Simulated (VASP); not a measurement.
# Si4F in VASP: single point with PBE+D3(BJ)

Aim: the single point of Si4F with PBE+D3(BJ).

All numbers are computed with VASP 6.6.1; they aren't measurements. Logs are shortened: lines on timing, memory, paths and dates and some standing lists are left out, and cuts for length are marked.

**1. The cell of the first run**

The cell holds a slab with vacuum, 20 atoms: a = 7.667 Å, b = 7.667 Å, c = 25.861 Å, α = 90.00°, β = 90.00°, γ = 120.00°.

**2. Single point, PBE+D3(BJ)**

Input file INCAR:

```
SYSTEM = Si4F
  ALGO = Normal
  DIPOL = 0.5 0.5 0.421
  EDIFF = 1E-6
  ENCUT = 520
  GGA = PE
  IDIPOL = 3
  ISIF = 2
  ISMEAR = 0
  IVDW = 12
  LASPH = .TRUE.
  LCHARG = .FALSE.
  LDIPOL = .TRUE.
  LREAL = Auto
  LWAVE = .FALSE.
  NBANDS = 62
  NELM = 60
  PREC = Accurate
  SIGMA = 0.05
```

Input file KPOINTS:

```
k-points
0
G
  3 3 1
  0 0 0
```

Input file POSCAR:

```
Si4F
1.0
    7.6671877233      0.0000000000      0.0000000000
   -3.8335938617      6.6399793440      0.0000000000
    0.0000000000      0.0000000000     25.8606453509
Si F
16 4
Direct
    0.6666666667      0.3333333333      0.3721678198
    0.6666666667      0.8333333333      0.3721678198
    0.1666666667      0.3333333333      0.3721678198
    0.1666666667      0.8333333333      0.3721678198
    0.5000000000      0.5000000000      0.4024272763
    0.5000000000      0.0000000000      0.4024272763
    0.0000000000      0.5000000000      0.4024272763
    0.0000000000      0.0000000000      0.4024272763
   -0.0114709531      0.5114183882      0.4915348100
   -0.0113938354     -0.0224904593      0.4915238483
    0.5225402101      0.5116341936      0.4915267519
    0.4997610479      0.0002860712      0.4985649700
    0.8332194536      0.6668124813      0.5387465491
    0.8500807305      0.1751705806      0.5228172648
    0.3247477223      0.6499693005      0.5228404167
    0.3247488853      0.1754341308      0.5228265536
    0.6618770393      0.3253296128      0.3096079534
    0.6633910337      0.8378605408      0.3096021923
    0.1666215417      0.3315112750      0.3095303037
    0.1745569770      0.8387185909      0.3096078291
```

Potentials or basis: VASP PAW PBE potentials, release 64 (Si, F).

The run is started by

```bash
$ cat potpaw_PBE.64/Si/POTCAR potpaw_PBE.64/F/POTCAR > POTCAR
$ mpirun -np 1 vasp_std > vasp.out
```

OUTCAR:

```text
SYSTEM = Si4F
   EDIFF = 1E-6
   ENCUT = 520
   GGA = PE
   ISIF = 2
   ISMEAR = 0
   IVDW = 12
   LASPH = .TRUE.
   LREAL = Auto
   NELM = 60
   PREC = Accurate
 IVDW          = 12

 ion  position               nearest neighbor table
   1  0.667  0.333  0.372-  17 1.62   7 2.35   6 2.35   5 2.35
   2  0.667  0.833  0.372-  18 1.62   8 2.35   5 2.35   6 2.35
   3  0.167  0.333  0.372-  19 1.62   5 2.35   8 2.35   7 2.35
   4  0.167  0.833  0.372-  20 1.62   6 2.35   7 2.35   8 2.35
   5  0.500  0.500  0.402-  11 2.31   3 2.35   2 2.35   1 2.35
   6  0.500  0.000  0.402-   4 2.35   1 2.35   2 2.35  12 2.49
   7  0.000  0.500  0.402-   9 2.31   1 2.35   4 2.35   3 2.35
   8  0.000  0.000  0.402-  10 2.31   2 2.35   3 2.35   4 2.35
   9  0.989  0.511  0.492-   7 2.31  15 2.39  14 2.39  13 2.40
  10  0.989  0.978  0.492-   8 2.31  14 2.39  16 2.39  13 2.40
  11  0.523  0.512  0.492-   5 2.31  15 2.39  16 2.39  13 2.40
  12  0.500  0.000  0.499-  16 2.41  14 2.41  15 2.41   6 2.49
  13  0.833  0.667  0.539-  11 2.40   9 2.40  10 2.40
  14  0.850  0.175  0.523-  10 2.39   9 2.39  12 2.41
  15  0.325  0.650  0.523-  11 2.39   9 2.39  12 2.41
  16  0.325  0.175  0.523-  10 2.39  11 2.39  12 2.41
  17  0.662  0.325  0.310-   1 1.62
  18  0.663  0.838  0.310-   2 1.62
  19  0.167  0.332  0.310-   3 1.62
  20  0.175  0.839  0.310-   4 1.62

  LATTYP: Found a hexagonal cell.
 ALAT       =     7.6671877233
 C/A-ratio  =     3.3728984191

  Lattice vectors:

 A1 = (   7.6671877233,   0.0000000000,   0.0000000000)
 A2 = (  -3.8335938617,   6.6399793440,   0.0000000000)
 A3 = (   0.0000000000,   0.0000000000,  25.8606453509)

Analysis of symmetry for initial positions (statically):
=====================================================================
 Subroutine PRICEL returns:
 Original cell was already a primitive cell.

 Routine SETGRP: Setting up the symmetry group for a
 hexagonal supercell.

 Subroutine GETGRP returns: Found  1 space group operations
 (whereof  1 operations were pure point group operations)
 out of a pool of 24 trial point group operations.

The static configuration has the point symmetry C_1 .

Analysis of symmetry for dynamics (positions and initial velocities):
=====================================================================
 Subroutine PRICEL returns:
 Original cell was already a primitive cell.

 Routine SETGRP: Setting up the symmetry group for a
 hexagonal supercell.

 Subroutine GETGRP returns: Found  1 space group operations
 (whereof  1 operations were pure point group operations)
 out of a pool of 24 trial point group operations.

The dynamic configuration has the point symmetry C_1 .

 Subroutine INISYM returns: Found  1 space group operations
 (whereof  1 operations are pure point group operations),
 and found     1 'primitive' translations

----------------------------------------------------------------------------------------

                                     Primitive cell

  volume of cell :    1316.5646

  direct lattice vectors                    reciprocal lattice vectors
     7.667187723  0.000000000  0.000000000     0.130425918  0.075301439  0.000000000
    -3.833593862  6.639979344  0.000000000     0.000000000  0.150602878  0.000000000
     0.000000000  0.000000000 25.860645351     0.000000000  0.000000000  0.038668795

  length of vectors
     7.667187723  7.667187723 25.860645351     0.150602878  0.150602878  0.038668795

  position of ions in fractional coordinates (direct lattice)
     0.666666667  0.333333333  0.372167820
     0.666666667  0.833333333  0.372167820
     0.166666667  0.333333333  0.372167820
     0.166666667  0.833333333  0.372167820
     0.500000000  0.500000000  0.402427276
     0.500000000  0.000000000  0.402427276
[... 12 lines left out ...]
     0.166621542  0.331511275  0.309530304
     0.174556977  0.838718591  0.309607829

  ion indices of the primitive-cell ions
   primitive index   ion index
                 1           1
                 2           2
                 3           3
                 4           4
                 5           5
                 6           6
[... 12 lines left out ...]
                19          19
                20          20

----------------------------------------------------------------------------------------

 KPOINTS: k-points

Automatic generation of k-mesh.
 Grid dimensions read from file:
 generate k-points for:    3    3    1

 Generating k-lattice:

  Cartesian coordinates                     Fractional coordinates (reciprocal lattice)
     0.043475306  0.025100480  0.000000000     0.333333333  0.000000000  0.000000000
     0.000000000  0.050200959  0.000000000     0.000000000  0.333333333  0.000000000
     0.000000000  0.000000000  0.038668795     0.000000000  0.000000000  1.000000000

  Length of vectors
     0.050200959  0.050200959  0.038668795

  Shift w.r.t. Gamma in fractional coordinates (k-lattice)
     0.000000000  0.000000000  0.000000000

 Subroutine IBZKPT returns following result:
 ===========================================

 Found      5 irreducible k-points:

 Following reciprocal coordinates:
            Coordinates               Weight
  0.000000  0.000000  0.000000      1.000000
  0.333333  0.000000  0.000000      2.000000
  0.000000  0.333333  0.000000      2.000000
 -0.333333  0.333333  0.000000      2.000000
  0.333333  0.333333  0.000000      2.000000
   k-points           NKPTS =      5   k-points in BZ     NKDIM =      5   number of bands    NBANDS=     62
   number of dos      NEDOS =    301   number of ions     NIONS =     20
   total plane-waves  NPLWV = 691200
   dimension x,y,z NGX =    60 NGY =   60 NGZ =  192
   dimension x,y,z NGXF=   120 NGYF=  120 NGZF=  384
   ions per type =              16   4
   NGX,Y,Z   is equivalent  to a cutoff of  13.01, 13.01, 12.34 a.u.
   NGXF,Y,Z  is equivalent  to a cutoff of  26.02, 26.02, 24.69 a.u.
 SYSTEM =  Si4F
   PREC   = accura    normal or accurate (medium, high low for compatibility)
   ISTART =      0    job   : 0-new  1-cont  2-samecut
   ICHARG =      2    charge: 1-file 2-atom 10-const
   ISPIN  =      1    spin polarized calculation?
   LNONCOLLINEAR =      F non collinear calculations
   LSORBIT =      F    spin-orbit coupling
   LASPH  =      T    aspherical Exc in radial PAW
   ENCUT  =  520.0 eV  38.22 Ry    6.18 a.u.  14.26 14.26 48.08*2*pi/ulx,y,z
   NELM   =     60;   NELMIN=  2; NELMDL= -5     # of ELM steps
   EDIFF  = 0.1E-05   stopping-criterion for ELM
   LREAL  =      T    real-space projection
   EDIFFG = 0.1E-04   stopping-criterion for IOM
   NSW    =      0    number of steps for IOM
   IBRION =     -1    ionic relax: 0-MD 1-quasi-New 2-CG
   NFREE  =      0    steps in history (QN), initial steepest desc. (CG)
   ISIF   =      2    stress and relaxation
   ISYM   =      2    0-nonsym 1-usesym 2-fastsym
   POTIM  = 0.5000    time-step for ionic-motion
   TEBEG  =    0.0;   TEEND  =   0.0 temperature during run
   PSTRESS=    0.0 pullay stress
   NELECT =      92.0000    total number of electrons
   NUPDOWN=      -1.0000    fix difference up-down
   EMIN   =  10.00;   EMAX   =-10.00  energy-range for DOS
   EFERMI =   0.00;   METHOD = LEGACY
   ISMEAR =     0;   SIGMA  =   0.05  broadening in eV -4-tet -1-fermi 0-gaus
   EFERMI_NEDOS =   21; number of points for ismear=-14 and -15
   IALGO  =     38    algorithm
   IMIX   =      4    mixing-type and parameters
     AMIX     =   0.40;   BMIX     =  1.00
     AMIX_MAG =   1.60;   BMIX_MAG =  1.00
  volume/ion in A,a.u.               =      65.83       444.23
  Fermi-wavevector in a.u.,A,eV,Ry     =   0.674306  1.274253  6.186405  0.454688
  Thomas-Fermi vector in A             =   1.750984
   LORBIT       =      0    0 simple, 1 ext, 2 COOP (PROOUT), +10 PAW based schemes
   GGA     = PE    functional components
   LHFCALC =     F    Hartree Fock is set to
   AEXX    =    0.0000 exact exchange contribution
   IVDW    =    12    specifies the selected vdW correction
   LEPSILON=     F    determine dielectric tensor
   LRPA    =     F    only Hartree local field effects (RPA)
 non-spin polarized calculation
 Gauss-broadening in eV      SIGMA  =   0.05
  energy-cutoff  :      520.00
  volume of cell :     1316.56
 maximum number of plane-waves:     35479
 NGX is ok and might be reduce to    60
   NGX = 29   NGY = 29   NGZ = 97

 number of electron      91.9999987 magnetization

 dipolmoment           0.000000      0.000000     -0.444467 electrons x Angstroem

 Free energy of the ion-electron system (eV)
  ---------------------------------------------------
  ext. energy  EPLUGINS =         0.00000000
  ---------------------------------------------------
  free energy    TOTEN  =      -101.86979258 eV

  energy without entropy =     -101.84780535  energy(sigma->0) =     -101.85879896

 E-fermi :  -2.8638     XC(G=0):  -3.1176

 val. band max:       -2.9493305491   @ k =   0.0000   0.3333   0.0000
 cond. band min:      -2.8433118559   @ k =  -0.3333   0.3333   0.0000
 fundamental gap:      0.1060186932
 Fermi energy:        -2.8638075560

 k-point     1 :       0.0000    0.0000    0.0000
  band No.  band energies     occupation
      1     -27.3449      2.00000
      2     -27.3245      2.00000
      3     -27.3238      2.00000
      4     -27.2680      2.00000
      5     -14.0894      2.00000
      6     -12.8467      2.00000
[... 50 lines left out ...]
     57       0.0244      0.00000
     58       0.0252      0.00000

 k-point     2 :       0.3333    0.0000    0.0000
  band No.  band energies     occupation
      1     -27.3402      2.00000
      2     -27.3284      2.00000
      3     -27.3239      2.00000
      4     -27.2687      2.00000
      5     -13.7794      2.00000
      6     -12.9030      2.00000
[... 50 lines left out ...]
     57       0.4733      0.00000
     58       0.7194      0.00000

 k-point     3 :       0.0000    0.3333    0.0000
  band No.  band energies     occupation
      1     -27.3402      2.00000
      2     -27.3284      2.00000
      3     -27.3240      2.00000
      4     -27.2687      2.00000
      5     -13.7794      2.00000
      6     -12.9029      2.00000
[... 50 lines left out ...]
     57       0.4737      0.00000
     58       0.7195      0.00000

 k-point     4 :      -0.3333    0.3333    0.0000
  band No.  band energies     occupation
      1     -27.3403      2.00000
      2     -27.3277      2.00000
      3     -27.3245      2.00000
      4     -27.2687      2.00000
      5     -13.7794      2.00000
      6     -12.9032      2.00000
[... 50 lines left out ...]
     57       0.4735      0.00000
     58       0.7212      0.00000

 k-point     5 :       0.3333    0.3333    0.0000
  band No.  band energies     occupation
      1     -27.3358      2.00000
      2     -27.3318      2.00000
      3     -27.3247      2.00000
      4     -27.2691      2.00000
      5     -13.1972      2.00000
      6     -13.1952      2.00000
[... 50 lines left out ...]
     57       1.1198      0.00000
     58       1.2590      0.00000
 [bands above 58 left out]

------------------------ aborting loop because EDIFF is reached ----------------------------------------

 vacuum level on the upper side and lower side of the slab       (xc-potential included)        -0.885         0.661

 Edisp (eV)   -3.97384

 E8    (eV) :    -1.6946

  FORCE on cell =-STRESS in cart. coord.  units (eV):
  Direction    XX          YY          ZZ          XY          YZ          ZX
  --------------------------------------------------------------------------------------
  -------------------------------------------------------------------------------------
  Total      -3.30169    -3.31275     0.33246    -0.00159     0.00165    -0.00875
  in kB      -4.01796    -4.03141     0.40458    -0.00193     0.00201    -0.01064
  external pressure =       -2.55 kB  Pullay stress =        0.00 kB

 VOLUME and BASIS-vectors are now :
 -----------------------------------------------------------------------------
  energy-cutoff  :      520.00
  volume of cell :     1316.56
      direct lattice vectors                 reciprocal lattice vectors
     7.667187723  0.000000000  0.000000000     0.130425918  0.075301439  0.000000000
    -3.833593862  6.639979344  0.000000000     0.000000000  0.150602878  0.000000000
     0.000000000  0.000000000 25.860645351     0.000000000  0.000000000  0.038668795

 POSITION                                       TOTAL-FORCE (eV/Angst)
 -----------------------------------------------------------------------------------
      3.83359      2.21333      9.62450        -0.008728      0.138193      0.230409
      1.91680      5.53332      9.62450         0.126855     -0.065221      0.231489
      0.00000      2.21333      9.62450         0.010843     -0.018006      0.229132
     -1.91680      5.53332      9.62450        -0.129513     -0.055410      0.232387
      1.91680      3.31999     10.40703        -0.003971      0.001345     -0.399469
      3.83359      0.00000     10.40703         0.001303     -0.001299      0.731842
[... 12 lines left out ...]
      0.00664      2.20123      8.00465        -0.007734      0.013203     -0.217507
     -1.87695      5.56907      8.00666         0.030414     -0.001213     -0.248832
 -----------------------------------------------------------------------------------
    total drift:                               -0.000132     -0.004915     -0.007634

  FREE ENERGIE OF THE ION-ELECTRON SYSTEM (eV)
  ---------------------------------------------------
  free  energy   TOTEN  =      -105.8436293023 eV

  energy  without entropy=     -105.8216420722  energy(sigma->0) =     -105.83263569

 vacuum level on the upper side and lower side of the slab         2.102         3.678
```

It took 25 min on 1 thread of AMD EPYC 7R13 (Zen 3), shared host; peak memory 1.3 GiB.

What came out:

- Free energy: -105.8436 eV
- Largest force: 0.902 eV/Å
- Band gap on the k mesh: zero (bands 46 and 47 overlap by 0.01 eV)
- Dispersion energy per atom: -0.199 eV

Forces in eV/Å, atoms in the order of the input:
```
Si  -0.009  0.138  0.230
Si   0.127 -0.065  0.231
Si   0.011 -0.018  0.229
Si  -0.130 -0.055  0.232
Si  -0.004  0.001 -0.399
Si   0.001 -0.001  0.732
Si   0.003 -0.001 -0.417
Si  -0.001  0.004 -0.381
Si   0.045 -0.025  0.897
Si  -0.001  0.047  0.901
Si  -0.041 -0.026  0.898
Si   0.008 -0.006  0.502
Si   0.002 -0.001 -0.214
Si  -0.263 -0.142 -0.829
Si  -0.006  0.301 -0.827
Si   0.255 -0.146 -0.826
F    0.008 -0.024 -0.248
F   -0.029  0.008 -0.246
F   -0.008  0.013 -0.218
F    0.030 -0.001 -0.249
```

Levels at points of the mesh, in eV from the Fermi level:
| k point | band 42 | band 43 | band 44 | band 45 | band 46 | band 47 | band 48 | band 49 | band 50 | band 51 |
| --- | --- | --- | --- | --- | --- | --- | --- | --- | --- | --- |
| (0.00, 0.00, 0.00) | -0.53 | -0.53 | -0.36 | -0.36 | -0.33 | 0.21 | 0.21 | 1.31 | 1.31 | 1.37 |

The gap in the log of VASP goes by the Fermi energy; the results here count the filled bands.